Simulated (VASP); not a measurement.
A run of VASP 6.6.1 is set up as follows.

Contents of INCAR:

```
SYSTEM = Be
PREC = Accurate ; ENCUT = 600
EDIFF = 1E-6 ; ISMEAR = -1
SIGMA = 0.1 ; LREAL = .False.
LASPH = .True. ; NELM = 120
ALGO = Normal ; ISIF = 2
LWAVE = .False. ; LCHARG = .False.
NBANDS = 12 ; GGA_COMPAT = .False.
```

Contents of KPOINTS:

```
Automatic mesh
0
Gamma
  4 4 6
  0 0 0
```

The input POSCAR:

```
Be
1.0
    3.7468100000      0.0000000000      0.0000000000
    0.0000000000      3.7468100000      0.0000000000
    0.0000000000      0.0000000000      2.2812800000
Be
4
Direct
    0.2936683488      0.2880724044     -0.0285846890
    0.6982961154      0.7134628763     -0.0147847148
    0.2087548092      0.7726567121      0.5486649513
    0.7992807213      0.2258080130      0.4947044923
```

Potentials or basis: VASP PAW LDA potentials, release 64 (Be).

Launch:

```console
$ cat potpaw_LDA.64/Be/POTCAR > POTCAR
$ mpirun -np 1 vasp_std > vasp.out
```

Task: Estimate the band gap on the k mesh.

Result: Zero (band 4 reaches 7.57 eV, above the bottom of band 5 at 6.16 eV).

Task: Predict the largest force.

Result: 1.358 eV/Å.

Task: What does it give for the pressure?

Result: -4.4 GPa.

Stress tensor (GPa, compression positive):
```
-3.33 -0.95  1.50
-0.95 -9.76 -1.27
 1.50 -1.27 -0.07
```

Caveat: the k points lie up to 0.46 Å⁻¹ apart; forces of over 1 eV/Å act on the atoms, so gaps and moduli don't describe the material at rest.
